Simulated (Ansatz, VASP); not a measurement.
**One calculation of Ge, two programs**

```
Ge
1.0
    -3.99695    0.00000    0.00000
     0.00000    0.00000   -6.59633
     0.00000   -6.92292    0.00000
Ge
8
Direct
  0.00000 0.93709 0.36908
  0.50000 0.93709 0.86908
  0.50000 0.43709 0.13092
  0.00000 0.43709 0.63092
  0.00000 0.56291 0.29758
  0.50000 0.56291 0.79758
  0.50000 0.06291 0.20242
  0.00000 0.06291 0.70242
```

Change from the starting cell: mode 4 frozen in at +0.000 Å and mode 5 at -0.247 Å (largest displacements).

Alike in both runs: task single point; functional PBEsol; k mesh 10 × 6 × 6; occupations gaussian, width 0.15 eV; no spin polarisation.

```csv
,VASP,Ansatz
version,VASP 6.6.1,Ansatz 0.2.0
potentials or method,"VASP PAW PBE potentials, release 64 (Ge_d), cutoff 520 eV","scalar-relativistic, plane waves, PAW"
valence electrons in the cell,112,112
```

Ansatz gave:

| Quantity | Value |
| --- | --- |
| gap on the k mesh at the Fermi level (eV) | 0.02 |
| least direct gap on the mesh (eV) | 0.02 |
| pressure (GPa) | -0.5 |
| traceless stress, the component that is largest in VASP (GPa) | -1.15 |
| rms of the force components (eV/Å) | 0.189 |

Which values does VASP return?

gap on the k mesh at the Fermi level (eV): 0.02; least direct gap on the mesh (eV): 0.02; pressure (GPa): -0.6; traceless stress, the component that is largest in VASP (GPa): -1.15; rms of the force components (eV/Å): 0.188.

VASP's potentials were made for PBE, not for PBEsol, and Ansatz warns of the same on its side. Atom by atom the forces differ by 0.001 eV/Å (rms over components). The functional is the same, so the differences come from potentials, cutoffs and numerics.
